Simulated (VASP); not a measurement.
# AlFe (Pm-3m) in VASP: a series of runs, part 3 of 3

VASP 6.6.1.

## (6) Electric field gradients, PBE, collinear spin, ferromagnetic start (13.06 Å³/atom)

This run uses another cell than the first one, of 13.06 Å³/atom.

Input file INCAR:

```
SYSTEM = AlFe
PREC = Accurate
ENCUT = 520
EDIFF = 1E-8
ISMEAR = -1
SIGMA = 0.05
LREAL = .FALSE.
LASPH = .TRUE.
NELM = 150
ALGO = Normal
ISIF = 2
LWAVE = .FALSE.
LCHARG = .FALSE.
ISPIN = 2
MAGMOM = 0 3
LORBIT = 11
LMAXMIX = 4
GGA = PE
LEFG = .TRUE.
NBANDS = 16
```

Input file KPOINTS:

```
regular mesh
0
G
  12 12 12
  0 0 0
```

Input file POSCAR:

```
AlFe
1.0
    2.9670733132      0.0000000000      0.0000000000
    0.0000000000      2.9670733132      0.0000000000
    0.0000000000      0.0000000000      2.9670733132
Al Fe
1 1
Direct
    0.0000000000      0.0000000000      0.0000000000
    0.5000000000      0.5000000000      0.5000000000
```

Potentials or basis: VASP PAW PBE potentials, release 64 (Al, Fe).

Command:

```sh
$ cat potpaw_PBE.64/Al/POTCAR potpaw_PBE.64/Fe/POTCAR > POTCAR
$ mpirun -np 1 vasp_std > vasp.out
```

OUTCAR:

```text
SYSTEM = AlFe
   PREC = Accurate
   ENCUT = 520
   EDIFF = 1E-8
   ISMEAR = -1
   LREAL = .FALSE.
   LASPH = .TRUE.
   NELM = 150
   ISIF = 2
   ISPIN = 2
   LORBIT = 11
   GGA = PE

 ion  position               nearest neighbor table
   1  0.000  0.000  0.000-   2 2.57   2 2.57   2 2.57   2 2.57   2 2.57   2 2.57   2 2.57   2 2.57

   2  0.500  0.500  0.500-   1 2.57   1 2.57   1 2.57   1 2.57   1 2.57   1 2.57   1 2.57   1 2.57

  LATTYP: Found a simple cubic cell.
 ALAT       =     2.9670733132

  Lattice vectors:

 A1 = (   2.9670733132,   0.0000000000,   0.0000000000)
 A2 = (   0.0000000000,   2.9670733132,   0.0000000000)
 A3 = (   0.0000000000,   0.0000000000,   2.9670733132)

Analysis of symmetry for initial positions (statically):
=====================================================================
 Subroutine PRICEL returns:
 Original cell was already a primitive cell.

 Routine SETGRP: Setting up the symmetry group for a
 simple cubic supercell.

 Subroutine GETGRP returns: Found 48 space group operations
 (whereof 48 operations were pure point group operations)
 out of a pool of 48 trial point group operations.

The static configuration has the point symmetry O_h .

Analysis of symmetry for dynamics (positions and initial velocities):
=====================================================================
 Subroutine PRICEL returns:
 Original cell was already a primitive cell.

 Routine SETGRP: Setting up the symmetry group for a
 simple cubic supercell.

 Subroutine GETGRP returns: Found 48 space group operations
 (whereof 48 operations were pure point group operations)
 out of a pool of 48 trial point group operations.

The dynamic configuration has the point symmetry O_h .

Analysis of structural, dynamic, and magnetic symmetry:
=====================================================================
 Subroutine PRICEL returns:
 Original cell was already a primitive cell.

 Routine SETGRP: Setting up the symmetry group for a
 simple cubic supercell.

 Subroutine GETGRP returns: Found 48 space group operations
 (whereof 48 operations were pure point group operations)
 out of a pool of 48 trial point group operations.

The overall configuration has the point symmetry O_h .

 Subroutine INISYM returns: Found 48 space group operations
 (whereof 48 operations are pure point group operations),
 and found     1 'primitive' translations

----------------------------------------------------------------------------------------

                                     Primitive cell

  volume of cell :      26.1207

  direct lattice vectors                    reciprocal lattice vectors
     2.967073313  0.000000000  0.000000000     0.337032454  0.000000000  0.000000000
     0.000000000  2.967073313  0.000000000     0.000000000  0.337032454  0.000000000
     0.000000000  0.000000000  2.967073313     0.000000000  0.000000000  0.337032454

  length of vectors
     2.967073313  2.967073313  2.967073313     0.337032454  0.337032454  0.337032454

  position of ions in fractional coordinates (direct lattice)
[... 106 lines left out ...]
   AEXX    =    0.0000 exact exchange contribution
   IVDW    =     0    specifies the selected vdW correction
   LEPSILON=     F    determine dielectric tensor
   LRPA    =     F    only Hartree local field effects (RPA)
 spin polarized calculation
  energy-cutoff  :      520.00
  volume of cell :       26.12
 maximum number of plane-waves:       739
 NGX is ok and might be reduce to    24
   NGX = 11   NGY = 11   NGZ = 11

 number of electron      11.0000009 magnetization       0.7846065

 Free energy of the ion-electron system (eV)
  ---------------------------------------------------
  ext. energy  EPLUGINS =         0.00000000
  ---------------------------------------------------
  free energy    TOTEN  =       -12.55035941 eV

  energy without entropy =      -12.53075501  energy(sigma->0) =      -12.54055721

 E-fermi :   7.1304     XC(G=0): -11.7016

 val. band max:        7.1128365764   @ k =   0.3333   0.1667   0.1667
 cond. band min:       7.1321979913   @ k =   0.1667   0.0833   0.0833
 fundamental gap:      0.0193614148
 Fermi energy:         7.1303694417

 spin component 1

 k-point     1 :       0.0000    0.0000    0.0000
  band No.  band energies     occupation
      1      -2.8039      1.00000
      2       4.8191      1.00000
      3       4.8191      1.00000
      4       6.6005      0.99998
      5       6.6005      0.99998
      6       6.6005      0.99998
[... 435 lines left out ...]
      5       5.9819      1.00000
      6       6.1476      1.00000
[... 8 lines left out ...]
     15      25.3150      0.00000
     16      28.0834      0.00000

 [... further k-points ...]

 spin component 2

 k-point     1 :       0.0000    0.0000    0.0000
  band No.  band energies     occupation
      1      -2.8172      1.00000
      2       5.2690      1.00000
      3       5.2690      1.00000
      4       7.5405      0.00027
      5       7.5405      0.00027
      6       7.5405      0.00027
[... 435 lines left out ...]
      5       6.8365      0.99720
      6       7.0274      0.88681
[... 8 lines left out ...]
     15      25.2631      0.00000
     16      28.2086      0.00000

 [... further k-points ...]
[... 5 lines left out ...]
  --------------------------------------------------------------------------------------
  -------------------------------------------------------------------------------------
  Total       -2.2030319     -2.2030319     -2.2030319     -0.0000000      0.0000000      0.0000000
  in kB     -135.1283721   -135.1283721   -135.1283721     -0.0000000      0.0000000      0.0000000
  external PRESSURE =    -135.1283721 kB  Pullay stress =       0.0000000 kB

 VOLUME and BASIS-vectors are now :
 -----------------------------------------------------------------------------
  energy-cutoff  :      520.00
  volume of cell :       26.12
      direct lattice vectors                 reciprocal lattice vectors
     2.967073313  0.000000000  0.000000000     0.337032454  0.000000000  0.000000000
     0.000000000  2.967073313  0.000000000     0.000000000  0.337032454  0.000000000
     0.000000000  0.000000000  2.967073313     0.000000000  0.000000000  0.337032454

 POSITION                                       TOTAL-FORCE (eV/Angst)
 -----------------------------------------------------------------------------------
      0.00000      0.00000      0.00000         0.000000      0.000000      0.000000
      1.48354      1.48354      1.48354         0.000000      0.000000      0.000000
 -----------------------------------------------------------------------------------
    total drift:                                0.000000     -0.000000     -0.000000

  FREE ENERGIE OF THE ION-ELECTRON SYSTEM (eV)
  ---------------------------------------------------
  free  energy   TOTEN  =       -12.5503594103 eV

  energy  without entropy=      -12.5307550084  energy(sigma->0) =      -12.54055721

 Electric field gradients (V/A^2)
---------------------------------------------------------------------
 ion       V_xx      V_yy      V_zz      V_xy      V_xz      V_yz
---------------------------------------------------------------------
   1       0.000    -0.000     0.000     0.000    -0.000    -0.000
   2      -0.000    -0.000     0.000     0.000    -0.000    -0.000
---------------------------------------------------------------------

 Electric field gradients after diagonalization (V/A^2)
 (convention: |V_zz| > |V_xx| > |V_yy|)
----------------------------------------------------------------------
 ion       V_xx      V_yy      V_zz     asymmetry (V_yy - V_xx)/ V_zz
----------------------------------------------------------------------
   1       0.000    -0.000     0.000      -0.316
   2      -0.000    -0.000     0.000       0.113
----------------------------------------------------------------------

           NMR quadrupolar parameters

 Cq : quadrupolar parameter    Cq=e*Q*V_zz/h
 eta: asymmetry parameters     (V_yy - V_xx)/ V_zz
 Q  : nuclear electric quadrupole moment in mb (millibarn)
----------------------------------------------------------------------
 ion       Cq(MHz)       eta       Q (mb)
----------------------------------------------------------------------
   1       0.000      -0.316       1.000
   2       0.000       0.113       1.000
----------------------------------------------------------------------

 total charge

# of ion       s       p       d       tot
------------------------------------------
    1        0.390   0.396   0.000   0.785
    2        0.396   0.434   6.405   7.235
--------------------------------------------------
tot          0.786   0.829   6.405   8.020

 magnetization (x)

# of ion       s       p       d       tot
------------------------------------------
    1       -0.010  -0.019   0.000  -0.029
    2       -0.001   0.006   0.842   0.847
--------------------------------------------------
tot         -0.011  -0.014   0.842   0.818
```

OSZICAR:

```text
N       E                     dE             d eps       ncg     rms          rms(c)
DAV:   1     0.295410072681E+02    0.29541E+02   -0.45244E+03  5440   0.694E+02
DAV:   2    -0.126404622755E+02   -0.42181E+02   -0.37494E+02  6336   0.135E+02
[... 11 lines left out ...]
DAV:  14    -0.125503591695E+02   -0.68335E-06   -0.14414E-06  7080   0.124E-02    0.657E-03
DAV:  15    -0.125503594905E+02   -0.32103E-06   -0.10172E-06  7608   0.701E-03    0.201E-03
DAV:  16    -0.125503594569E+02    0.33612E-07   -0.14387E-08  5544   0.114E-03    0.449E-04
DAV:  17    -0.125503594266E+02    0.30315E-07   -0.44140E-09  3656   0.465E-04    0.236E-04
DAV:  18    -0.125503594106E+02    0.15971E-07   -0.82309E-10  3480   0.294E-04    0.638E-05
DAV:  19    -0.125503594103E+02    0.36403E-09   -0.57836E-11  3360   0.726E-05
   1 F= -.12550359E+02 E0= -.12540557E+02  d E =-.196044E-01  mag=     0.7846
```

stdout:

```text
POSCAR found type information on POSCAR AlFe
 POSCAR found :  2 types and       2 ions
 scaLAPACK will be used
 LDA part: xc-table for (Slater+PW92), standard interpolation
 POSCAR, INCAR and KPOINTS ok, starting setup
 FFT: planning ... GRIDC
 FFT: planning ... GRID_SOFT
 FFT: planning ... GRID
 WAVECAR not read
 entering main loop
ion   1

ion   2
```

Wall time 33 s (1 thread of Intel Xeon Platinum 8488C (Sapphire Rapids), shared host); peak memory 0.19 GiB.

Results:

| Item | Value |
| --- | --- |
| Free energy | -12.5504 eV |
| Pressure | -13.5 GPa |
| Net moment | 0.78 μB per cell |
| Site moments | Al -0.03; Fe +0.85 μB |
| Largest electric field gradient by atom | under 0.05 V/Å² on every atom |
| Valence electrons inside the program's atomic spheres | Al 0.79; Fe 7.24 |

Caveat: the cell stands under tension.

## (7) Electric field gradients, PBE, collinear spin, ferromagnetic start (13.06 Å³/atom)

This run uses another cell than the first one, of 13.06 Å³/atom.

Input file INCAR:

```
PREC     = Accurate       # precision mode
ENCUT    = 520            # plane-wave cutoff, eV
EDIFF    = 1E-8           # SCF threshold, eV
ISMEAR   = -1             # smearing method
SIGMA    = 0.05           # smearing width, eV
LREAL    = False          # projectors in reciprocal space
LASPH    = True           # aspherical terms in the spheres
NELM     = 150            # most SCF steps
ALGO     = Normal         # electronic algorithm
ISIF     = 2              # what is computed and relaxed
LWAVE    = False          # write WAVECAR
LCHARG   = False          # write CHGCAR
ISPIN    = 2              # spin polarisation
MAGMOM   = 0 3            # initial moments
LORBIT   = 11             # projections on sites
LMAXMIX  = 4              # l up to which the mixer works
GGA      = PE             # functional
LEFG     = True         
NBANDS   = 16             # bands
```

Input file KPOINTS:

```
Automatic mesh
0
Gamma
  12 12 12
```

POSCAR is that of step 6.

Potentials or basis: VASP PAW PBE potentials, release 64 (Al, Fe).

Command:

```sh
$ cat potpaw_PBE.64/Al/POTCAR potpaw_PBE.64/Fe/POTCAR > POTCAR
$ mpirun -np 1 vasp_std > vasp.out
```

OUTCAR:

```text
PREC = Accurate
   ENCUT = 520
   EDIFF = 1E-8
   ISMEAR = -1
   LREAL = False
   LASPH = True
   NELM = 150
   ISIF = 2
   ISPIN = 2
   LORBIT = 11
   GGA = PE

 ion  position               nearest neighbor table
   1  0.000  0.000  0.000-   2 2.57   2 2.57   2 2.57   2 2.57   2 2.57   2 2.57   2 2.57   2 2.57

   2  0.500  0.500  0.500-   1 2.57   1 2.57   1 2.57   1 2.57   1 2.57   1 2.57   1 2.57   1 2.57

  LATTYP: Found a simple cubic cell.
 ALAT       =     2.9670733132

  Lattice vectors:

 A1 = (   2.9670733132,   0.0000000000,   0.0000000000)
 A2 = (   0.0000000000,   2.9670733132,   0.0000000000)
 A3 = (   0.0000000000,   0.0000000000,   2.9670733132)

Analysis of symmetry for initial positions (statically):
=====================================================================
 Subroutine PRICEL returns:
 Original cell was already a primitive cell.

 Routine SETGRP: Setting up the symmetry group for a
 simple cubic supercell.

[... 1130 lines left out ...]
 -----------------------------------------------------------------------------------
    total drift:                                0.000000     -0.000000     -0.000000

  FREE ENERGIE OF THE ION-ELECTRON SYSTEM (eV)
  ---------------------------------------------------
  free  energy   TOTEN  =       -12.5503594103 eV

  energy  without entropy=      -12.5307550084  energy(sigma->0) =      -12.54055721

 Electric field gradients (V/A^2)
---------------------------------------------------------------------
 ion       V_xx      V_yy      V_zz      V_xy      V_xz      V_yz
---------------------------------------------------------------------
   1       0.000    -0.000     0.000     0.000    -0.000    -0.000
   2      -0.000    -0.000     0.000     0.000    -0.000    -0.000
---------------------------------------------------------------------

 Electric field gradients after diagonalization (V/A^2)
 (convention: |V_zz| > |V_xx| > |V_yy|)
----------------------------------------------------------------------
 ion       V_xx      V_yy      V_zz     asymmetry (V_yy - V_xx)/ V_zz
----------------------------------------------------------------------
   1       0.000    -0.000     0.000      -0.316
   2      -0.000    -0.000     0.000       0.113
----------------------------------------------------------------------

           NMR quadrupolar parameters

 Cq : quadrupolar parameter    Cq=e*Q*V_zz/h
 eta: asymmetry parameters     (V_yy - V_xx)/ V_zz
 Q  : nuclear electric quadrupole moment in mb (millibarn)
----------------------------------------------------------------------
 ion       Cq(MHz)       eta       Q (mb)
----------------------------------------------------------------------
   1       0.000      -0.316       1.000
   2       0.000       0.113       1.000
----------------------------------------------------------------------

 total charge

# of ion       s       p       d       tot
------------------------------------------
    1        0.390   0.396   0.000   0.785
    2        0.396   0.434   6.405   7.235
--------------------------------------------------
tot          0.786   0.829   6.405   8.020

 magnetization (x)

# of ion       s       p       d       tot
------------------------------------------
    1       -0.010  -0.019   0.000  -0.029
    2       -0.001   0.006   0.842   0.847
--------------------------------------------------
tot         -0.011  -0.014   0.842   0.818
```

Wall time 33 s (1 thread of Intel Xeon Platinum 8488C (Sapphire Rapids), shared host); peak memory 0.19 GiB.

What came out:

| Quantity | Value |
| --- | --- |
| Free energy | -12.5504 eV |
| Pressure | -13.5 GPa |
| Net moment | 0.78 μB per cell |
| Site moments | Al -0.03; Fe +0.85 μB |
| Largest electric field gradient by atom | under 0.05 V/Å² on every atom |
| Valence electrons inside the program's atomic spheres | Al 0.79; Fe 7.24 |

Levels at points of the mesh, in eV from the Fermi level:
Spin up:
| k point | band 2 | band 3 | band 4 | band 5 | band 6 | band 7 | band 8 | band 9 | band 10 | band 11 |
| --- | --- | --- | --- | --- | --- | --- | --- | --- | --- | --- |
| (0.00, 0.00, 0.00) | -2.31 | -2.31 | -0.53 | -0.53 | -0.53 | 5.76 | 5.76 | 5.76 | 8.77 | 8.77 |
| (0.50, 0.00, 0.00) | -5.71 | -1.78 | -1.35 | -1.35 | -0.43 | 0.59 | 8.47 | 10.37 | 10.37 | 10.82 |
| (0.50, 0.50, 0.00) | -2.38 | -2.07 | -2.07 | -1.13 | -1.13 | 0.21 | 2.74 | 3.27 | 11.69 | 15.12 |
| (0.50, 0.50, 0.50) | -3.38 | -3.38 | 0.24 | 0.24 | 2.80 | 2.80 | 2.80 | 3.34 | 5.22 | 5.22 |
Spin down:
| k point | band 1 | band 2 | band 3 | band 4 | band 5 | band 6 | band 7 | band 8 | band 9 | band 10 |
| --- | --- | --- | --- | --- | --- | --- | --- | --- | --- | --- |
| (0.00, 0.00, 0.00) | -9.95 | -1.86 | -1.86 | 0.41 | 0.41 | 0.41 | 5.77 | 5.77 | 5.77 | 8.84 |
| (0.50, 0.00, 0.00) | -6.11 | -5.64 | -1.26 | -0.53 | -0.53 | 0.53 | 1.20 | 8.33 | 10.45 | 10.45 |
| (0.50, 0.50, 0.00) | -4.44 | -2.09 | -2.09 | -2.02 | -0.27 | -0.27 | 0.86 | 3.14 | 3.89 | 11.59 |
| (0.50, 0.50, 0.50) | -2.92 | -2.92 | -2.92 | 0.90 | 0.90 | 2.85 | 2.85 | 2.85 | 3.24 | 5.66 |

Caveat: the cell stands under tension.

## (8) The runs side by side

| cell | gap on the mesh (eV) | pressure (GPa) | moment (μB) |
| --- | --- | --- | --- |
| a = 2.851 Å, 2 atoms | none | 4.5 | 0.67 |
| a = 2.890 Å, 2 atoms | none | -2.8 | 0.72 |
| a = 2.910 Å, 2 atoms | none | -5.9 | 0.74 |
| a = 2.929 Å, 2 atoms | none | -8.7 | 0.76 |
| a = 2.967 Å, 2 atoms | none | -13.5 | 0.78 |

Alike in all rows: task electric field gradients; level PBE; potentials or basis VASP PAW PBE potentials, release 64 (Al, Fe); spin collinear, ferromagnetic start; k mesh 12 × 12 × 12; cutoff (eV) 520; smearing fermi-dirac 0.05 eV.

Caveats: the cell stands under tension (at least some runs); the cell stands under pressure (at least some runs).

Absolute energies hang on the potentials; compare differences alone.
